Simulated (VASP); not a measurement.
The system is P.

```xyz
1
Lattice="2.3945 0.0000 0.0000 0.0000 2.3945 0.0000 0.0000 0.0000 2.3945" Properties=species:S:1:pos:R:3 pbc="T T T"
P     0.0000    0.0000    0.0000
```

Base run:

- Program: VASP 6.6.1
- Functional: PBE
- Potentials or basis: VASP PAW PBE potentials, release 64 (P)
- Cutoff: 520 eV
- k mesh: 15 × 15 × 15
- Occupations: fermi-dirac, width 0.0612256 eV
- Spin: no spin polarisation

Its results: pressure 8.4 GPa.

Task: The run is repeated on the same cell with these changes: k mesh from 15 × 15 × 15 to 22 × 22 × 22. What comes out?

Result: Pressure 8.0 GPa.
